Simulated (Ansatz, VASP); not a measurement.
## One calculation of Ni, two programs

File INCAR:

```
SYSTEM = Ni
PREC = Accurate
ENCUT = 520
EDIFF = 1E-6
ISMEAR = -1
SIGMA = 0.08
LREAL = .FALSE.
LASPH = .TRUE.
NELM = 150
ALGO = Normal
ISIF = 2
LWAVE = .FALSE.
LCHARG = .FALSE.
ISPIN = 2
MAGMOM = 1
LORBIT = 11
LMAXMIX = 4
LDIPOL = .TRUE.
IDIPOL = 3
DIPOL = 0.5 0.5 0.500
GGA = PS
NBANDS = 15
```

KPOINTS

```
Automatic mesh
0
G
  10 10 1
  0 0 0
```

POSCAR

```
Ni
1.0
    4.2423053560      0.0000000000      0.0000000000
    1.4141017853      3.1620277191      0.0000000000
    0.0000000000      0.0000000000     16.0000000000
Ni
1
Direct
    0.0000000000      0.0000000000      0.5000000000
```

Input for Ansatz:

```yaml
crystal:
  lattice:
    - [4.242305356, 0.0, 0.0]
    - [1.4141017853, 3.1620277191, 0.0]
    - [0.0, 0.0, 16.0]
  atoms:
    - { symbol: Ni, position: [0.0, 0.0, 0.5], spin: 1.0 }
magnetization:
  spin_polarized: true
kpoints:
  mp_grid: { grid: [10, 10, 1] }
scf:
  occupations: { method: fermi_dirac, width: 0.08 }
hamiltonian:
  xc: pbesol
  pseudopotentials: { kind: all_electron, lapw: { basis_error: 0.001 } }
output:
  forces: true
  stress: true
  eigenvalues: true
  populations: true
  dos: { projected: true, de: 0.2, e_range: [-14, 8] }
efield:
  axis: 3
  amplitude: 0
  dipole_correction: true
```

Alike in both runs: task single point; functional PBEsol; k mesh 10 × 10 × 1; occupations fermi-dirac, width 0.08 eV; collinear spin.

|  | VASP | Ansatz |
| --- | --- | --- |
| version | VASP 6.6.1 | Ansatz 0.2.0 |
| potentials or method | VASP PAW PBE potentials, release 64 (Ni), cutoff 520 eV | all-electron LAPW, scalar-relativistic |

VASP gave:

| Quantity | Value |
| --- | --- |
| net moment per atom (μB) | 1.12 |
| size of the moment on the site where the two differ most (μB) | 1.08 |

Which values does Ansatz return?

net moment per atom (μB): 1.21; size of the moment on the site where the two differ most (μB): 1.20.

VASP's potentials were made for PBE, not for PBEsol. Site moments also hang on the region over which each program counts them. Ansatz ran all-electron here, and VASP with PAW potentials. Ansatz's warnings: stability check not made.
